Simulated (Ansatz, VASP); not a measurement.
One calculation of WC, two programs

```
W C
1.0
     0.00000    2.19014    2.19014
     2.19014    0.00000    2.19014
     2.19014    2.19014    0.00000
W C
1 1
Direct
  0.00000 0.00000 0.00000
  0.50000 0.50000 0.50000
```

Change from the starting cell: species swapped into the AgCl type (Fm-3m, No. 225).

Alike in both runs: functional PBE; k mesh 7 × 7 × 7; occupations gaussian, width 0.2 eV; no spin polarisation.

Ansatz relaxed the structure, and its values are those at the end. VASP's run is a single point on that final structure, the one shown.

|  | VASP | Ansatz |
| --- | --- | --- |
| version | VASP 6.6.1 | Ansatz 0.2.0 |
| potentials or method | VASP PAW PBE potentials, release 64 (W_sv, C), cutoff 600 eV | scalar-relativistic, plane waves, PAW |
| valence electrons in the cell | 18 | 18 |

```csv
,VASP,Ansatz,Ansatz less VASP
gap on the k mesh at the Fermi level (eV),none,none,-
pressure (GPa),0.6,-0.2,-0.83
```

A gap of «none» marks a metal or a gap that the smearing closes.

Spin-orbit coupling is off throughout.
